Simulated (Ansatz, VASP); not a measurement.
## Os in VASP and in Ansatz

```
Os
1.0
     0.00000    1.94500    1.94500
     1.94500    0.00000    1.94500
     1.94500    1.94500    0.00000
Os
1
Direct
  0.00000 0.00000 0.00000
```

Alike in both runs: task single point; functional PBE; k mesh 14 × 14 × 14; occupations fermi-dirac, width 0.03 eV; no spin polarisation.

```csv
,VASP,Ansatz
version,VASP 6.6.1,Ansatz 0.2.0
potentials or method,"VASP PAW PBE potentials, release 64 (Os), cutoff 520 eV","all-electron LAPW, scalar-relativistic"
```

```tsv
	VASP	Ansatz	Ansatz less VASP
pressure (GPa)	-9.7	-9.4	+0.38
```

Ansatz ran all-electron here, and VASP with PAW potentials.

Spin-orbit coupling is off throughout.
